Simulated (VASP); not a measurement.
Wanted: the native input for a VASP 6.6.1 run.

| Item | Value |
| --- | --- |
| Task | single point |
| Functional | LDA |
| Potentials or basis | VASP PAW LDA potentials, release 64 (As_d) |
| Cutoff | 600 eV |
| k mesh | 11 × 11 × 11 |
| Occupations | gaussian, width 0.02 eV |
| Spin | no spin polarisation |
| Dipole correction | no |
| Further INCAR settings | ALGO = Normal; EDIFF = 1e-06; NBANDS = 22 |

The structure of As lies in POSCAR:

```
As
1.0
    1.8807968987      1.0858785957      3.5140619945
   -1.8807968987      1.0858785957      3.5140619945
    0.0000000000     -2.1717571915      3.5140619945
As
2
Direct
    0.2269485699      0.2269485699      0.2269485699
    0.7740000000      0.7740000000      0.7740000000
```

The input as run:

INCAR

```
PREC = Accurate ; ENCUT = 600
EDIFF = 1E-6 ; ISMEAR = 0
SIGMA = 0.02 ; LREAL = False
LASPH = True ; NELM = 120
ALGO = Normal ; ISIF = 2
LWAVE = False ; LCHARG = True
LELF = True ; LVHAR = True
NBANDS = 22 ; GGA_COMPAT = False
```

KPOINTS

```
regular mesh
0
Gamma
  11 11 11
```

Potentials or basis: VASP PAW LDA potentials, release 64 (As_d).

Command:

```console
$ cat potpaw_LDA.64/As_d/POTCAR > POTCAR
$ mpirun -np 1 vasp_std > vasp.out
```

It gave:

```yaml
Pressure: -1.4 GPa
Largest_force: 0.208 eV/Å
Band_gap_on_the_k_mesh: zero (bands 15 and 16 overlap by 0.36 eV)
```

It took 4.5 min on 1 thread of AMD EPYC 7R43 64-Core Processor (Zen 3), on a shared host, peak memory 0.23 GiB.
